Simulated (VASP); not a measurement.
# TiPt8 (I4/mmm) in VASP: single point with r2SCAN

Aim: the single point of TiPt8 with r2SCAN.

All numbers are computed with VASP 6.6.1; they aren't measurements. Logs are shortened: lines on timing, memory, paths and dates and some standing lists are left out, and cuts for length are marked.

### Step 1. The cell of the first run

It takes space group I4/mmm (No. 139, tetragonal). The conventional cell has a = 8.301 Å, b = 8.301 Å, c = 3.882 Å, α = 90.00°, β = 90.00°, γ = 90.00°. Within 3.6 Å of Ti (site symmetry 4/mmm) lie 12 Pt at 2.72 to 2.73 Å. Pt (site symmetry m2m) has 10 Pt at 2.69 to 2.84 Å and 2 Ti at 2.72 Å within 3.5 Å. Pt (site symmetry m2m) has 1 Ti at 2.73 Å and 11 Pt at 2.74 to 2.84 Å within 3.6 Å.

### Step 2. Single point, r2SCAN

POSCAR

```
TiPt8
1.0
   -4.1506223700      4.1506223700      1.9407872500
    4.1506223700     -4.1506223700      1.9407872500
    4.1506223700      4.1506223700     -1.9407872500
Ti Pt
1 8
Direct
    0.0000000000      0.0000000000      0.0000000000
    0.3380432859      0.3380432859      0.6760865719
    0.3380432859      0.6619567141      0.0000000000
    0.6619567141      0.6619567141      0.3239134281
    0.6619567141      0.3380432859      0.0000000000
    0.0000000000      0.3291535549      0.3291535549
    0.3291535549      0.0000000000      0.3291535549
    0.0000000000      0.6708464451      0.6708464451
    0.6708464451      0.0000000000      0.6708464451
```

INCAR.step1

```
  PREC = Accurate
  ENCUT = 520
  ISMEAR = -1
  SIGMA = 0.1
  LREAL = False
  LASPH = True
  NELM = 80
  NBANDS = 56
  GGA = PE
  ALGO = Normal
  EDIFF = 1E-4
  LWAVE = True
  LCHARG = False
```

INCAR.step2

```
  PREC = Accurate
  ENCUT = 520
  EDIFF = 1E-6
  ISMEAR = -1
  SIGMA = 0.1
  LREAL = False
  LASPH = True
  NELM = 80
  ALGO = Normal
  ISIF = 2
  LWAVE = False
  LCHARG = False
  METAGGA = R2SCAN
  LMIXTAU = True
  NBANDS = 56
  ISTART = 1
```

KPOINTS

```
regular mesh
0
Gamma
  9 9 9
```

Potentials or basis: VASP PAW PBE potentials, release 64 (Ti_sv, Pt).

Launch:

```
$ cat potpaw_PBE.64/Ti_sv/POTCAR potpaw_PBE.64/Pt/POTCAR > POTCAR
$ cp INCAR.step1 INCAR
$ mpirun -np 1 vasp_std > vasp.out
$ cp INCAR.step2 INCAR
$ mpirun -np 1 vasp_std > vasp.out
```

OUTCAR:

```text
PREC = Accurate
   ENCUT = 520
   EDIFF = 1E-6
   ISMEAR = -1
   LREAL = False
   LASPH = True
   NELM = 80
   ISIF = 2
   METAGGA = R2SCAN
   ISTART = 1

 ion  position               nearest neighbor table
   1  0.000  0.000  0.000-   2 2.72   4 2.72   4 2.72   2 2.72   3 2.72   5 2.72   3 2.72   5 2.72
                             9 2.73   6 2.73   7 2.73   8 2.73
   2  0.338  0.338  0.676-   3 2.69   5 2.69   1 2.72   1 2.72   8 2.74   9 2.74   9 2.74   8 2.74
                             6 2.81   7 2.81   4 2.84   4 2.84
   3  0.338  0.662  0.000-   2 2.69   4 2.69   1 2.72   1 2.72   6 2.74   9 2.74   6 2.74   9 2.74
                             8 2.81   7 2.81   5 2.84   5 2.84
   4  0.662  0.662  0.324-   3 2.69   5 2.69   1 2.72   1 2.72   7 2.74   6 2.74   6 2.74   7 2.74
                             9 2.81   8 2.81   2 2.84   2 2.84
   5  0.662  0.338  0.000-   2 2.69   4 2.69   1 2.72   1 2.72   7 2.74   8 2.74   7 2.74   8 2.74
                             6 2.81   9 2.81   3 2.84   3 2.84
   6  0.000  0.329  0.329-   1 2.73   4 2.74   3 2.74   3 2.74   4 2.74   9 2.79   9 2.79   7 2.79
                             7 2.79   5 2.81   2 2.81   8 2.84
   7  0.329  0.000  0.329-   1 2.73   4 2.74   5 2.74   5 2.74   4 2.74   8 2.79   6 2.79   6 2.79
                             8 2.79   3 2.81   2 2.81   9 2.84
   8  0.000  0.671  0.671-   1 2.73   2 2.74   5 2.74   5 2.74   2 2.74   7 2.79   9 2.79   9 2.79
                             7 2.79   3 2.81   4 2.81   6 2.84
   9  0.671  0.000  0.671-   1 2.73   2 2.74   3 2.74   3 2.74   2 2.74   6 2.79   8 2.79   8 2.79
                             6 2.79   5 2.81   4 2.81   7 2.84

  LATTYP: Found a body centered tetragonal cell.
 ALAT       =     8.3012447400
 C/A-ratio  =     0.4675894545

  Lattice vectors:

 A1 = (  -4.1506223700,   4.1506223700,   1.9407872500)
 A2 = (   4.1506223700,  -4.1506223700,   1.9407872500)
 A3 = (   4.1506223700,   4.1506223700,  -1.9407872500)

Analysis of symmetry for initial positions (statically):
=====================================================================
 Subroutine PRICEL returns:
 Original cell was already a primitive cell.

 Routine SETGRP: Setting up the symmetry group for a
 body centered tetragonal supercell.

 Subroutine GETGRP returns: Found 16 space group operations
 (whereof 16 operations were pure point group operations)
 out of a pool of 16 trial point group operations.

The static configuration has the point symmetry D_4h.

Analysis of symmetry for dynamics (positions and initial velocities):
=====================================================================
 Subroutine PRICEL returns:
 Original cell was already a primitive cell.

 Routine SETGRP: Setting up the symmetry group for a
 body centered tetragonal supercell.
[... 131 lines left out ...]
   NUPDOWN=      -1.0000    fix difference up-down
   EMIN   =  10.00;   EMAX   =-10.00  energy-range for DOS
   EFERMI =   0.00;   METHOD = LEGACY
   ISMEAR =    -1;   SIGMA  =   0.10  broadening in eV -4-tet -1-fermi 0-gaus
   EFERMI_NEDOS =   21; number of points for ismear=-14 and -15
   IALGO  =     38    algorithm
   IMIX   =      4    mixing-type and parameters
     AMIX     =   0.40;   BMIX     =  1.00
     AMIX_MAG =   1.60;   BMIX_MAG =  1.00
  volume/ion in A,a.u.               =      14.86       100.28
  Fermi-wavevector in a.u.,A,eV,Ry     =   1.445160  2.730957 28.415603  2.088488
  Thomas-Fermi vector in A             =   2.563373
   LORBIT       =      0    0 simple, 1 ext, 2 COOP (PROOUT), +10 PAW based schemes
   METAGGA = R2SCAN    functional components
   LHFCALC =     F    Hartree Fock is set to
   AEXX    =    0.0000 exact exchange contribution
   IVDW    =     0    specifies the selected vdW correction
   LEPSILON=     F    determine dielectric tensor
   LRPA    =     F    only Hartree local field effects (RPA)
 non-spin polarized calculation
  energy-cutoff  :      520.00
  volume of cell :      133.74
 maximum number of plane-waves:      3635
 NGX is ok and might be reduce to    48
   NGX = 23   NGY = 23   NGZ = 23

 number of electron      92.0000001 magnetization

 Free energy of the ion-electron system (eV)
  ---------------------------------------------------
  ext. energy  EPLUGINS =         0.00000000
  ---------------------------------------------------
  free energy    TOTEN  =      -429.42056836 eV

  energy without entropy =     -429.17604752  energy(sigma->0) =     -429.29830794

 E-fermi :  11.2609     XC(G=0): -14.5797

 val. band max:       11.2549326631   @ k =  -0.4444   0.1111   0.0000
 cond. band min:      11.2617718838   @ k =  -0.2222  -0.4444   0.1111
 fundamental gap:      0.0068392207
 Fermi energy:        11.2608925131

 k-point     1 :       0.0000    0.0000    0.0000
  band No.  band energies     occupation
      1     -48.7099      2.00000
      2     -23.9121      2.00000
      3     -23.9121      2.00000
      4     -23.9006      2.00000
      5       0.8304      2.00000
      6       4.1010      2.00000
[... 1405 lines left out ...]
     55      14.5350      0.00000
     56      14.7096      0.00000

 [... further k-points ...]

------------------------ aborting loop because EDIFF is reached ----------------------------------------

  FORCE on cell =-STRESS in cart. coord.  units (eV):
  Direction    XX          YY          ZZ          XY          YZ          ZX
  --------------------------------------------------------------------------------------
  -------------------------------------------------------------------------------------
  Total        5.3365114      5.3365114      5.5256138      0.0000000      0.0000000     -0.0000000
  in kB       63.9298454     63.9298454     66.1952373      0.0000000      0.0000000     -0.0000000
  external PRESSURE =      64.6849760 kB  Pullay stress =       0.0000000 kB

 VOLUME and BASIS-vectors are now :
 -----------------------------------------------------------------------------
  energy-cutoff  :      520.00
  volume of cell :      133.74
      direct lattice vectors                 reciprocal lattice vectors
    -4.150622370  4.150622370  1.940787250     0.000000000  0.120463862  0.257627414
     4.150622370 -4.150622370  1.940787250     0.120463862  0.000000000  0.257627414
     4.150622370  4.150622370 -1.940787250     0.120463862  0.120463862  0.000000000

 POSITION                                       TOTAL-FORCE (eV/Angst)
 -----------------------------------------------------------------------------------
      0.00000      0.00000      0.00000        -0.000000     -0.000000      0.000000
      2.80618      2.80618     -0.00000        -0.010904     -0.010904      0.000000
      1.34444     -1.34444      1.94079         0.010904     -0.010904      0.000000
      1.34444      1.34444      1.94079         0.010904      0.010904     -0.000000
     -1.34444      1.34444      1.94079        -0.010904      0.010904     -0.000000
      2.73238      0.00000      0.00000         0.011058     -0.000000      0.000000
      0.00000      2.73238      0.00000        -0.000000      0.011058      0.000000
      5.56886      0.00000      0.00000        -0.011058     -0.000000      0.000000
      0.00000      5.56886      0.00000        -0.000000     -0.011058      0.000000
 -----------------------------------------------------------------------------------
    total drift:                                0.000000      0.000000     -0.000000

  FREE ENERGIE OF THE ION-ELECTRON SYSTEM (eV)
  ---------------------------------------------------
  free  energy   TOTEN  =      -429.4205683622 eV

  energy  without entropy=     -429.1760475154  energy(sigma->0) =     -429.29830794
```

Wall time 58 min (1 thread of Oxide Virtual Turin-like, shared host); peak memory 0.62 GiB.

What came out:

```yaml
Free_energy: -429.4206 eV
Pressure: 6.5 GPa
Largest_force: 0.015 eV/Å
Band_gap_on_the_k_mesh: zero (bands 46 and 47 overlap by 1.47 eV)
```

Forces in eV/Å, atoms in the order of the input:
```
Ti   0.000  0.000  0.000
Pt  -0.011 -0.011  0.000
Pt   0.011 -0.011  0.000
Pt   0.011  0.011  0.000
Pt  -0.011  0.011  0.000
Pt   0.011  0.000  0.000
Pt   0.000  0.011  0.000
Pt  -0.011  0.000  0.000
Pt   0.000 -0.011  0.000
```

Levels at points of the mesh, in eV from the Fermi level:
```tsv
k point	band 44	band 45	band 46	band 47	band 48	band 49
(0.00, 0.00, 0.00)	-0.94	-0.94	-0.90	-0.64	-0.64	-0.59
```

Caveat: the cell stands under pressure; the PAW data sets were made with another functional, which shifts forces and pressure a little; spin-orbit coupling is left out, which moves the levels of the heavy elements.
